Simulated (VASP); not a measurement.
# SnO in VASP: single point with PBE+D3(BJ)

Aim: the single point of SnO with PBE+D3(BJ).

All numbers are computed with VASP 6.6.1; they aren't measurements. Logs are shortened: lines on timing, memory, paths and dates and some standing lists are left out, and cuts for length are marked.

## 1. The cell of the first run

The cell holds a slab with vacuum, 8 atoms: a = 3.820 Å, b = 3.820 Å, c = 22.226 Å, α = 90.00°, β = 90.00°, γ = 90.00°.

## 2. Single point, PBE+D3(BJ)

INCAR reads:

```
ALGO = Normal
DIPOL = 0.5 0.5 0.404
EDIFF = 1E-7
ENCUT = 520
GGA = PE
IDIPOL = 3
ISIF = 2
ISMEAR = 0
IVDW = 12
LASPH = T
LCHARG = F
LDIPOL = T
LREAL = F
LWAVE = F
NBANDS = 50
NELM = 100
PREC = Accurate
SIGMA = 0.05
```

KPOINTS reads:

```
k-points
0
Gamma
  7 7 1
```

POSCAR reads:

```
SnO
1.0
    3.8201708766      0.0000000000      0.0000000000
    0.0000000000      3.8201708766      0.0000000000
    0.0000000000      0.0000000000     22.2260720666
Sn O
4 4
Direct
    0.5000000000      0.0000000000      0.2024649244
    0.0000000000      0.5000000000      0.3087831270
    0.0000000000      0.5000000000      0.5000000000
    0.5000000000      0.0000000000      0.6063182026
    0.0000000000      0.0000000000      0.2556240257
    0.5000000000      0.5000000000      0.2556240257
    0.5000000000      0.5000000000      0.5531591013
    0.0000000000      0.0000000000      0.5531591013
```

Potentials or basis: VASP PAW PBE potentials, release 64 (Sn_d, O).

Started as:

```sh
> cat potpaw_PBE.64/Sn_d/POTCAR potpaw_PBE.64/O/POTCAR > POTCAR
> mpirun -np 1 vasp_std > vasp.out
```

OUTCAR:

```text
EDIFF = 1E-7
   ENCUT = 520
   GGA = PE
   ISIF = 2
   ISMEAR = 0
   IVDW = 12
   LASPH = T
   LREAL = F
   NELM = 100
   PREC = Accurate
 IVDW          = 12

 ion  position               nearest neighbor table
   1  0.500  0.000  0.202-   5 2.25   6 2.25   6 2.25   5 2.25   2 3.59   2 3.59   2 3.59   2 3.59

   2  0.000  0.500  0.309-   5 2.25   6 2.25   5 2.25   6 2.25   1 3.59   1 3.59   1 3.59   1 3.59

   3  0.000  0.500  0.500-   7 2.25   8 2.25   8 2.25   7 2.25   4 3.59   4 3.59   4 3.59   4 3.59

   4  0.500  0.000  0.606-   7 2.25   8 2.25   7 2.25   8 2.25   3 3.59   3 3.59   3 3.59   3 3.59

   5  0.000  0.000  0.256-   2 2.25   2 2.25   1 2.25   1 2.25
   6  0.500  0.500  0.256-   2 2.25   2 2.25   1 2.25   1 2.25
   7  0.500  0.500  0.553-   3 2.25   3 2.25   4 2.25   4 2.25
   8  0.000  0.000  0.553-   3 2.25   3 2.25   4 2.25   4 2.25

  LATTYP: Found a simple tetragonal cell.
 ALAT       =     3.8201708766
 C/A-ratio  =     5.8180832179

  Lattice vectors:

 A1 = (   3.8201708766,   0.0000000000,   0.0000000000)
 A2 = (   0.0000000000,   3.8201708766,   0.0000000000)
 A3 = (   0.0000000000,   0.0000000000,  22.2260720666)

Analysis of symmetry for initial positions (statically):
=====================================================================
 Subroutine PRICEL returns:
 Original cell was already a primitive cell.

 Routine SETGRP: Setting up the symmetry group for a
 simple tetragonal supercell.

 Subroutine GETGRP returns: Found 16 space group operations
 (whereof  4 operations were pure point group operations)
 out of a pool of 16 trial point group operations.

The static configuration has the point symmetry C_2v.
 The point group associated with its full space group is D_4h.

Analysis of symmetry for dynamics (positions and initial velocities):
=====================================================================
 Subroutine PRICEL returns:
 Original cell was already a primitive cell.

 Routine SETGRP: Setting up the symmetry group for a
 simple tetragonal supercell.

 Subroutine GETGRP returns: Found 16 space group operations
 (whereof  4 operations were pure point group operations)
 out of a pool of 16 trial point group operations.

The dynamic configuration has the point symmetry C_2v.
 The point group associated with its full space group is D_4h.

 Subroutine INISYM returns: Found 16 space group operations
 (whereof  4 operations are pure point group operations),
 and found     1 'primitive' translations

----------------------------------------------------------------------------------------

                                     Primitive cell

  volume of cell :     324.3608

  direct lattice vectors                    reciprocal lattice vectors
     3.820170877  0.000000000  0.000000000     0.261768395  0.000000000  0.000000000
     0.000000000  3.820170877  0.000000000     0.000000000  0.261768395  0.000000000
     0.000000000  0.000000000 22.226072067     0.000000000  0.000000000  0.044992205

  length of vectors
     3.820170877  3.820170877 22.226072067     0.261768395  0.261768395  0.044992205

  position of ions in fractional coordinates (direct lattice)
     0.500000000  0.000000000  0.202464924
     0.000000000  0.500000000  0.308783127
     0.000000000  0.500000000  0.500000000
     0.500000000  0.000000000  0.606318203
     0.000000000  0.000000000  0.255624026
     0.500000000  0.500000000  0.255624026
     0.500000000  0.500000000  0.553159101
     0.000000000  0.000000000  0.553159101

  ion indices of the primitive-cell ions
   primitive index   ion index
                 1           1
                 2           2
                 3           3
                 4           4
                 5           5
                 6           6
                 7           7
                 8           8

----------------------------------------------------------------------------------------

 KPOINTS: k-points

Automatic generation of k-mesh.
 Grid dimensions read from file:
 generate k-points for:    7    7    1

 Generating k-lattice:

  Cartesian coordinates                     Fractional coordinates (reciprocal lattice)
     0.037395485  0.000000000  0.000000000     0.142857143  0.000000000  0.000000000
     0.000000000  0.037395485  0.000000000     0.000000000  0.142857143  0.000000000
     0.000000000  0.000000000  0.044992205     0.000000000  0.000000000  1.000000000

  Length of vectors
     0.037395485  0.037395485  0.044992205

  Shift w.r.t. Gamma in fractional coordinates (k-lattice)
     0.000000000  0.000000000  0.000000000

 Subroutine IBZKPT returns following result:
 ===========================================

 Found     10 irreducible k-points:

 Following reciprocal coordinates:
            Coordinates               Weight
  0.000000  0.000000  0.000000      1.000000
  0.142857  0.000000  0.000000      4.000000
  0.285714  0.000000  0.000000      4.000000
  0.428571  0.000000  0.000000      4.000000
  0.142857  0.142857  0.000000      4.000000
  0.285714  0.142857  0.000000      8.000000
  0.428571  0.142857  0.000000      8.000000
  0.285714  0.285714  0.000000      4.000000
  0.428571  0.285714  0.000000      8.000000
  0.428571  0.428571  0.000000      4.000000
   k-points           NKPTS =     10   k-points in BZ     NKDIM =     10   number of bands    NBANDS=     50
   number of dos      NEDOS =    301   number of ions     NIONS =      8
   total plane-waves  NPLWV = 131712
   dimension x,y,z NGX =    28 NGY =   28 NGZ =  168
   dimension x,y,z NGXF=    56 NGYF=   56 NGZF=  336
   ions per type =               4   4
   NGX,Y,Z   is equivalent  to a cutoff of  12.19, 12.19, 12.57 a.u.
   NGXF,Y,Z  is equivalent  to a cutoff of  24.37, 24.37, 25.13 a.u.
 SYSTEM =  unknown system
   PREC   = accura    normal or accurate (medium, high low for compatibility)
   ISTART =      0    job   : 0-new  1-cont  2-samecut
   ICHARG =      2    charge: 1-file 2-atom 10-const
   ISPIN  =      1    spin polarized calculation?
   LNONCOLLINEAR =      F non collinear calculations
   LSORBIT =      F    spin-orbit coupling
   LASPH  =      T    aspherical Exc in radial PAW
   ENCUT  =  520.0 eV  38.22 Ry    6.18 a.u.   7.10  7.10 41.33*2*pi/ulx,y,z
   NELM   =    100;   NELMIN=  2; NELMDL= -5     # of ELM steps
   EDIFF  = 0.1E-06   stopping-criterion for ELM
   LREAL  =      F    real-space projection
   EDIFFG = 0.1E-05   stopping-criterion for IOM
   NSW    =      0    number of steps for IOM
   IBRION =     -1    ionic relax: 0-MD 1-quasi-New 2-CG
   NFREE  =      0    steps in history (QN), initial steepest desc. (CG)
   ISIF   =      2    stress and relaxation
   ISYM   =      2    0-nonsym 1-usesym 2-fastsym
   POTIM  = 0.5000    time-step for ionic-motion
   TEBEG  =    0.0;   TEEND  =   0.0 temperature during run
   PSTRESS=    0.0 pullay stress
   NELECT =      80.0000    total number of electrons
   NUPDOWN=      -1.0000    fix difference up-down
   EMIN   =  10.00;   EMAX   =-10.00  energy-range for DOS
   EFERMI =   0.00;   METHOD = LEGACY
   ISMEAR =     0;   SIGMA  =   0.05  broadening in eV -4-tet -1-fermi 0-gaus
   EFERMI_NEDOS =   21; number of points for ismear=-14 and -15
   IALGO  =     38    algorithm
   IMIX   =      4    mixing-type and parameters
     AMIX     =   0.40;   BMIX     =  1.00
     AMIX_MAG =   1.60;   BMIX_MAG =  1.00
  volume/ion in A,a.u.               =      40.55       273.61
  Fermi-wavevector in a.u.,A,eV,Ry     =   1.026665  1.940115 14.341097  1.054041
  Thomas-Fermi vector in A             =   2.160570
   LORBIT       =      0    0 simple, 1 ext, 2 COOP (PROOUT), +10 PAW based schemes
   GGA     = PE    functional components
   LHFCALC =     F    Hartree Fock is set to
   AEXX    =    0.0000 exact exchange contribution
   IVDW    =    12    specifies the selected vdW correction
   LEPSILON=     F    determine dielectric tensor
   LRPA    =     F    only Hartree local field effects (RPA)
 non-spin polarized calculation
 Gauss-broadening in eV      SIGMA  =   0.05
  energy-cutoff  :      520.00
  volume of cell :      324.36
 maximum number of plane-waves:      8769
   NGX = 15   NGY = 15   NGZ = 83

 dipolmoment           0.000000      0.000000      0.000285 electrons x Angstroem

 number of electron      79.9999970 magnetization

 dipolmoment           0.000000      0.000000     -0.000004 electrons x Angstroem

 Free energy of the ion-electron system (eV)
  ---------------------------------------------------
  ext. energy  EPLUGINS =         0.00000000
  ---------------------------------------------------
  free energy    TOTEN  =       -45.12229849 eV

  energy without entropy =      -45.12229849  energy(sigma->0) =      -45.12229849

 E-fermi :   0.0827     XC(G=0):  -5.3143

 val. band max:       -0.1809295569   @ k =   0.1429   0.1429   0.0000
 cond. band min:       2.2583609134   @ k =   0.4286   0.0000   0.0000
 fundamental gap:      2.4392904703
 Fermi energy:         0.0827317433

 k-point     1 :       0.0000    0.0000    0.0000
  band No.  band energies     occupation
      1     -21.0394      2.00000
      2     -21.0393      2.00000
      3     -20.6788      2.00000
      4     -20.6787      2.00000
      5     -20.6419      2.00000
      6     -20.6419      2.00000
[... 42 lines left out ...]
     49       5.2349      0.00000
     50       5.2349      0.00000

 k-point     2 :       0.1429    0.0000    0.0000
  band No.  band energies     occupation
      1     -21.0305      2.00000
      2     -21.0304      2.00000
      3     -20.6795      2.00000
      4     -20.6793      2.00000
      5     -20.6436      2.00000
      6     -20.6430      2.00000
[... 416 lines left out ...]
 k-point    10 :       0.4286    0.4286    0.0000
  band No.  band energies     occupation
      1     -20.9809      2.00000
      2     -20.9803      2.00000
      3     -20.9670      2.00000
      4     -20.9664      2.00000
      5     -20.6457      2.00000
      6     -20.6455      2.00000
[... 42 lines left out ...]
     49       5.9212      0.00000
     50       5.9980      0.00000

------------------------ aborting loop because EDIFF is reached ----------------------------------------

 vacuum level on the upper side and lower side of the slab       (xc-potential included)        -0.129        -0.123

 Edisp (eV)   -1.23243

 E8    (eV) :    -0.5445

  FORCE on cell =-STRESS in cart. coord.  units (eV):
  Direction    XX          YY          ZZ          XY          YZ          ZX
  --------------------------------------------------------------------------------------
  -------------------------------------------------------------------------------------
  Total       0.25241     0.25241     0.51594     0.00000     0.00000     0.00000
  in kB       1.24676     1.24676     2.54847     0.00000     0.00000     0.00000
  external pressure =        1.68 kB  Pullay stress =        0.00 kB

 VOLUME and BASIS-vectors are now :
 -----------------------------------------------------------------------------
  energy-cutoff  :      520.00
  volume of cell :      324.36
      direct lattice vectors                 reciprocal lattice vectors
     3.820170877  0.000000000  0.000000000     0.261768395  0.000000000  0.000000000
     0.000000000  3.820170877  0.000000000     0.000000000  0.261768395  0.000000000
     0.000000000  0.000000000 22.226072067     0.000000000  0.000000000  0.044992205

 POSITION                                       TOTAL-FORCE (eV/Angst)
 -----------------------------------------------------------------------------------
      1.91009      0.00000      4.50000         0.000000     -0.000000     -0.085454
      0.00000      1.91009      6.86304         0.000000      0.000000      0.032145
      0.00000      1.91009     11.11304         0.000000     -0.000000     -0.032145
      1.91009      0.00000     13.47607        -0.000000     -0.000000      0.085454
      0.00000      0.00000      5.68152         0.000000     -0.000000     -0.003059
      1.91009      1.91009      5.68152         0.000000      0.000000     -0.003059
      1.91009      1.91009     12.29455         0.000000      0.000000      0.003059
      0.00000      0.00000     12.29455        -0.000000     -0.000000      0.003059
 -----------------------------------------------------------------------------------
    total drift:                                0.000000     -0.000000     -0.000218

  FREE ENERGIE OF THE ION-ELECTRON SYSTEM (eV)
  ---------------------------------------------------
  free  energy   TOTEN  =       -46.3547320612 eV

  energy  without entropy=      -46.3547320612  energy(sigma->0) =      -46.35473206

 vacuum level on the upper side and lower side of the slab         4.831         4.838
```

It took 6.4 min on 1 thread of AMD EPYC 7R13, shared host; peak memory 0.37 GiB.

What came out:

- Free energy: -46.3547 eV
- Largest force: 0.085 eV/Å
- Band gap on the k mesh: 2.44 eV (least direct gap 2.56 eV)
- Dispersion energy per atom: -0.154 eV

Forces in eV/Å, atoms in the order of the input:
```
Sn   0.000  0.000 -0.085
Sn   0.000  0.000  0.032
Sn   0.000  0.000 -0.032
Sn   0.000  0.000  0.085
O    0.000  0.000 -0.003
O    0.000  0.000 -0.003
O    0.000  0.000  0.003
O    0.000  0.000  0.003
```

Levels at points of the mesh, in eV from the valence-band top:
```tsv
k point	band 37	band 38	band 39	band 40	band 41	band 42	band 43	band 44
(0.00, 0.00, 0.00)	-1.95	-1.95	-0.62	-0.04	2.52	2.86	2.86	3.77
```

Caveat: spin-orbit coupling is left out, which moves the levels of the heavy elements.
